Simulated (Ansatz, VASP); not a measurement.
# Two plane-wave programs on TaN

```xyz
2
Lattice="0.0000 2.2081 2.2081 2.2081 0.0000 2.2081 2.2081 2.2081 0.0000" Properties=species:S:1:pos:R:3 pbc="T T T"
Ta    2.2221    2.2081    2.2081
N    -0.1807    0.0000    0.0000
```

Change from the starting cell: mode 4 frozen in at -0.181 Å and mode 6 at +0.000 Å (largest displacements).

Alike in both runs: task single point; functional PBE; k mesh 18 × 18 × 18; occupations gaussian, width 0.15 eV; no spin polarisation.

```csv
,VASP,Ansatz
version,VASP 6.6.1,Ansatz 0.2.0
potentials or method,"VASP PAW PBE potentials, release 64 (Ta_pv, N), cutoff 520 eV","scalar-relativistic, plane waves, PAW"
valence electrons in the cell,16,18
```

Ansatz gave:

| Quantity | Value |
| --- | --- |
| gap on the k mesh at the Fermi level (eV) | none |
| pressure (GPa) | 6.2 |
| traceless stress, the component that is largest in VASP (GPa) | 11.75 |
| rms of the force components (eV/Å) | 1.063 |

Q: What did VASP give for the same quantities?

A: gap on the k mesh at the Fermi level (eV): none; pressure (GPa): 7.3; traceless stress, the component that is largest in VASP (GPa): 12.00; rms of the force components (eV/Å): 1.075.

Atom by atom the forces differ by 0.012 eV/Å (rms over components). A gap of «none» marks a metal or a gap that the smearing closes. VASP's potentials hold 16 valence electrons a cell and Ansatz's 18, so a difference there can come from the potentials and not from the codes.

Spin-orbit coupling is off throughout.
